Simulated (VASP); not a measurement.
A run of VASP 6.6.1:

File INCAR:

```
PREC     = Accurate       # precision mode
ENCUT    = 500            # plane-wave cutoff, eV
EDIFF    = 1E-6           # SCF threshold, eV
ISMEAR   = 1              # smearing method
SIGMA    = 0.27211386245988 # smearing width, eV
LREAL    = False          # projectors in reciprocal space
LASPH    = True           # aspherical terms in the spheres
NELM     = 120            # most SCF steps
ALGO     = Normal         # electronic algorithm
ISIF     = 2              # what is computed and relaxed
LWAVE    = False          # write WAVECAR
LCHARG   = False          # write CHGCAR
GGA      = B5             # functional
ALDAX    = 1.0          
AGGAX    = 1.0          
AGGAC    = 1.0          
ALDAC    = 0.0          
NELECT   = 31.0         
ISYM     = 0            
NBANDS   = 22             # bands
GGA_COMPAT= False
```

Contents of KPOINTS:

```
Automatic mesh
0
Gamma
  1 3 2
```

File POSCAR:

```
Bi
1.0
    3.4885980000     -3.1325780000      0.0000000000
    3.4885980000      3.1325780000      0.0000000000
   -1.2602350000      0.0000000000      3.1135500000
Bi
2
Direct
    0.2469390000      0.2469390000      0.1426180000
    0.7530610000      0.7530610000      0.8573820000
```

Potentials or basis: VASP PAW PBE potentials, release 64 (Bi_d).

Run with:

```sh
$ cat potpaw_PBE.64/Bi_d/POTCAR > POTCAR
$ mpirun -np 1 vasp_std > vasp.out
```

Hardware: 1 thread of Intel(R) Xeon(R) Platinum 8488C (Sapphire Rapids), with other jobs on the host.

How long does it take, and how much memory?

It took 14 s on 1 thread of Intel(R) Xeon(R) Platinum 8488C (Sapphire Rapids), on a shared host, peak memory 0.16 GiB. Counts: scf iterations 12, k points 4.
